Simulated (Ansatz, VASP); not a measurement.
Yb: VASP beside Ansatz

INCAR

```
PREC = Accurate
ENCUT = 600
EDIFF = 1E-6
ISMEAR = -1
SIGMA = 0.05
LREAL = F
LASPH = T
NELM = 80
ALGO = Normal
ISIF = 3
LWAVE = F
LCHARG = F
GGA = PE
IBRION = 2
NSW = 100
EDIFFG = -0.005
```

Contents of KPOINTS:

```
Automatic mesh
0
Gamma
  13 13 13
```

The input POSCAR:

```
Yb
1.0
    0.0000000000      2.3581830289      2.3581830289
    2.3581830289      0.0000000000      2.3581830289
    2.3581830289      2.3581830289      0.0000000000
Yb
1
Direct
    0.0000000000      0.0000000000      0.0000000000
```

Input for Ansatz:

```yaml
crystal:
  lattice:
    - [0.0, 2.3581830289, 2.3581830289]
    - [2.3581830289, 0.0, 2.3581830289]
    - [2.3581830289, 2.3581830289, 0.0]
  atoms:
    - { symbol: Yb, position: [0.0, 0.0, 0.0] }
kpoints:
  mp_grid: { grid: [13, 13, 13] }
scf:
  occupations: { method: fermi_dirac, width: 0.05 }
hamiltonian:
  xc: pbe
  pseudopotentials: { kind: paw }
output:
  forces: true
  stress: true
relax:
  f_tol: 0.005
  max_steps: 80
  cell: {}
```

Alike in both runs: task relaxation of cell and atoms; functional PBE; k mesh 13 × 13 × 13; occupations fermi-dirac, width 0.05 eV; no spin polarisation.

|  | VASP | Ansatz |
| --- | --- | --- |
| version | VASP 6.6.1 | Ansatz 0.2.0 |
| potentials or method | VASP PAW PBE potentials, release 64 (Yb) | PAW with Ansatz's default frozen-core files, scalar-relativistic |
| plane-wave cutoff (eV) | 600 | 420 |
| valence electrons in the cell | 24 | 24 |

```csv
,VASP,Ansatz,Ansatz less VASP
relaxed volume (Å³/atom),35.11,35.61,+0.500
relaxed cell length with the largest relative difference (Å),3.676,3.693,+0.0174
```

Neither program's run includes spin-orbit coupling. Noted on VASP's run: the volume moved by over 15 % at a fixed basis, so the end points are rough.
